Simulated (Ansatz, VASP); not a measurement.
# Ag: VASP beside Ansatz

```xyz
2
Lattice="2.9300 0.0000 0.0000 -1.4650 2.5375 0.0000 0.0000 0.0000 4.7900" Properties=species:S:1:pos:R:3 pbc="T T T"
Ag    0.0000    1.4666    1.1975
Ag    1.4650    0.8458    3.5925
```

Alike in both runs: task single point; functional PBEsol; k mesh 18 × 18 × 10; occupations gaussian, width 0.15 eV; no spin polarisation.

```csv
,VASP,Ansatz
version,VASP 6.6.1,Ansatz 0.2.0
potentials or method,"VASP PAW PBE potentials, release 64 (Ag), cutoff 520 eV","scalar-relativistic, plane waves, PAW"
valence electrons in the cell,22,38
```

```tsv
	VASP	Ansatz	Ansatz less VASP
gap on the k mesh at the Fermi level (eV)	none	none	-
pressure (GPa)	-6.2	-6.0	+0.20
traceless stress, the component that is largest in VASP (GPa)	-1.29	-1.31	-0.013
rms of the force components (eV/Å)	0.067	0.067	+0.0005
```

VASP's potentials were made for PBE, not for PBEsol. Atom by atom the forces differ by 0.000 eV/Å (rms over components). A gap of «none» marks a metal or a gap that the smearing closes. VASP's potentials hold 22 valence electrons a cell and Ansatz's 38, so a difference there can come from the potentials and not from the codes.
